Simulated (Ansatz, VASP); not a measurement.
## SnO in VASP and in Ansatz

```
CELL_PARAMETERS angstrom
3.86859 0.00000 0.00000
0.00000 3.86859 0.00000
0.00000 0.00000 5.06621
ATOMIC_POSITIONS crystal
Sn 0.50000 0.00000 0.22875
Sn 0.00000 0.50000 0.77125
O 0.00000 0.00000 0.00000
O 0.50000 0.50000 0.00000
```

Alike in both runs: functional PBE; k mesh 12 × 12 × 10; occupations gaussian, width 0.1 eV; no spin polarisation.

Ansatz relaxed the structure, and its values are those at the end. VASP's run is a single point on that final structure, the one shown.

```csv
,VASP,Ansatz
version,VASP 6.6.1,Ansatz 0.2.0
potentials or method,"VASP PAW PBE potentials, release 64 (Sn_d, O), cutoff 520 eV","scalar-relativistic, plane waves, PAW"
valence electrons in the cell,40,40
```

|  | VASP | Ansatz | Ansatz less VASP |
| --- | --- | --- | --- |
| gap on the k mesh at the Fermi level (eV) | 0.50 | 0.50 | -0.007 |
| least direct gap on the mesh (eV) | 1.91 | 1.94 | +0.030 |
| pressure (GPa) | 0.2 | 0.0 | -0.18 |
| rms of the force components (eV/Å) | 0.031 | 0.000 | -0.0312 |
